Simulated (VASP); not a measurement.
A run of VASP 6.6.1 is set up as follows.

File POSCAR:

```
Mg
1.0
    0.0000000000      2.9468562911      2.9468562911
    2.9468562911      0.0000000000      2.9468562911
    2.9468562911      2.9468562911      0.0000000000
Mg
2
Direct
    0.5000000000      0.5000000000      0.5000000000
    0.7500000000      0.7500000000      0.7500000000
```

File INCAR.step1:

```
PREC = Accurate
ENCUT = 600
ISMEAR = 0
SIGMA = 0.1
LREAL = F
LASPH = T
NELM = 80
GGA = PE
ALGO = Normal
EDIFF = 1E-4
LWAVE = T
LCHARG = F
```

The input INCAR.step2:

```
PREC = Accurate
ENCUT = 600
EDIFF = 1E-7
ISMEAR = 0
SIGMA = 0.1
LREAL = F
LASPH = T
NELM = 80
ALGO = Normal
ISIF = 3
LWAVE = F
LCHARG = F
METAGGA = R2SCAN
LMIXTAU = T
IBRION = 2
NSW = 90
EDIFFG = -0.04
ISTART = 1
```

KPOINTS

```
regular mesh
0
Gamma
  6 6 6
```

Potentials or basis: VASP PAW PBE potentials, release 64 (Mg).

Launch:

```console
$ cat potpaw_PBE.64/Mg/POTCAR > POTCAR
$ cp INCAR.step1 INCAR
$ mpirun -np 1 vasp_std > vasp.out
$ cp INCAR.step2 INCAR
$ mpirun -np 1 vasp_std > vasp.out
```

Question: Predict the relaxed cell.

Answer: a = 4.879 Å, b = 4.879 Å, c = 4.879 Å, α = 60.00°, β = 60.00°, γ = 60.00°.

Question: Estimate the space group after relaxing (to 0.1 Å).

Answer: Fd-3m (No. 227).

Question: Predict the relaxed volume.

Answer: 41.05 Å³/atom.

Question: What does it give for the band gap on the k mesh?

Answer: Zero (bands 2 and 3 overlap by 3.82 eV).

Final structure:
```cif
data_structure
_symmetry_space_group_name_H-M 'P 1'
_symmetry_Int_Tables_number 1
_cell_length_a 4.8785
_cell_length_b 4.8785
_cell_length_c 4.8785
_cell_angle_alpha 60.000
_cell_angle_beta 60.000
_cell_angle_gamma 60.000
_cell_volume 82.10
loop_
_atom_site_label
_atom_site_type_symbol
_atom_site_fract_x
_atom_site_fract_y
_atom_site_fract_z
_atom_site_occupancy
Mg1 Mg 0.50000 0.50000 0.50000 1
Mg2 Mg 0.75000 0.75000 0.75000 1
```

Caveat: the volume moved by over 15 % at a fixed basis, so the end points are rough; the PAW data sets were made with another functional, which shifts forces and pressure a little.
